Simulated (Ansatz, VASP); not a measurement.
# Two plane-wave programs on TiC

```xyz
2
Lattice="0.0000 2.1640 2.1640 2.1640 0.0000 2.1640 2.1640 2.1640 0.0000" Properties=species:S:1:pos:R:3 pbc="T T T"
Ti    0.0000    0.0000    0.1500
C     2.1640    2.1640    2.1640
```

Change from the starting cell: all Ti atoms moved -0.150 Å, as atom 1 towards its neighbour atom 2 (C) at 2.164 Å.

Alike in both runs: task single point; functional PBE; k mesh 18 × 18 × 18; occupations gaussian, width 0.15 eV; no spin polarisation.

```csv
,VASP,Ansatz
version,VASP 6.6.1,Ansatz 0.2.0
potentials or method,"VASP PAW PBE potentials, release 64 (Ti_sv, C), cutoff 520 eV","scalar-relativistic, plane waves, PAW"
valence electrons in the cell,16,16
```

VASP gave:

| Item | Value |
| --- | --- |
| gap on the k mesh at the Fermi level (eV) | none |
| pressure (GPa) | 3.8 |
| traceless stress, the component that is largest in VASP (GPa) | 4.49 |
| rms of the force components (eV/Å) | 0.806 |

Which values does Ansatz return?

gap on the k mesh at the Fermi level (eV): none; pressure (GPa): 3.6; traceless stress, the component that is largest in VASP (GPa): 4.44; rms of the force components (eV/Å): 0.801.

Atom by atom the forces differ by 0.005 eV/Å (rms over components). A gap of «none» marks a metal or a gap that the smearing closes.
